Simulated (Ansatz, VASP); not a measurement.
One calculation of BeTe, two programs

File INCAR:

```
SYSTEM = BeTe
  PREC = Accurate
  ENCUT = 520
  EDIFF = 1E-6
  ISMEAR = -1
  SIGMA = 0.05
  LREAL = .False.
  LASPH = .True.
  NELM = 100
  ALGO = Normal
  ISIF = 2
  LWAVE = .False.
  LCHARG = .False.
  GGA = PE
  NBANDS = 11
```

File KPOINTS:

```
regular mesh
0
Gamma
  6 6 6
  0 0 0
```

File POSCAR:

```
BeTe
1.0
    0.0000000000      2.7700000000      2.7700000000
    2.7700000000      0.0000000000      2.7700000000
    2.7700000000      2.7700000000      0.0000000000
Te Be
1 1
Direct
    0.7500000000      0.7500000000      0.7500000000
    0.0000000000      0.0000000000      0.0000000000
```

input.yaml

```yaml
crystal:
  lattice:
    - [0.0, 2.77, 2.77]
    - [2.77, 0.0, 2.77]
    - [2.77, 2.77, 0.0]
  atoms:
    - { symbol: Te, position: [0.75, 0.75, 0.75] }
    - { symbol: Be, position: [0.0, 0.0, 0.0] }
kpoints:
  mp_grid: { grid: [6, 6, 6] }
scf:
  occupations: { method: fermi_dirac, width: 0.05 }
hamiltonian:
  xc: pbe
  pseudopotentials: { kind: all_electron, datasets: crystal }
output:
  forces: true
  stress: true
  eigenvalues: true
```

Alike in both runs: task single point; functional PBE; k mesh 6 × 6 × 6; occupations fermi-dirac, width 0.05 eV; no spin polarisation.

|  | VASP | Ansatz |
| --- | --- | --- |
| version | VASP 6.6.1 | Ansatz 0.2.0 |
| potentials or method | VASP PAW PBE potentials, release 64 (Te, Be), cutoff 520 eV | all-electron PAW datasets made for the crystal |

|  | VASP | Ansatz | Ansatz less VASP |
| --- | --- | --- | --- |
| gap on the k mesh at the Fermi level (eV) | 1.85 | 1.86 | +0.016 |
| least direct gap on the mesh (eV) | 3.56 | 3.58 | +0.022 |
| pressure (GPa) | 4.5 | 4.3 | -0.18 |

Ansatz ran all-electron here, and VASP with PAW potentials.

Neither program's run includes spin-orbit coupling.
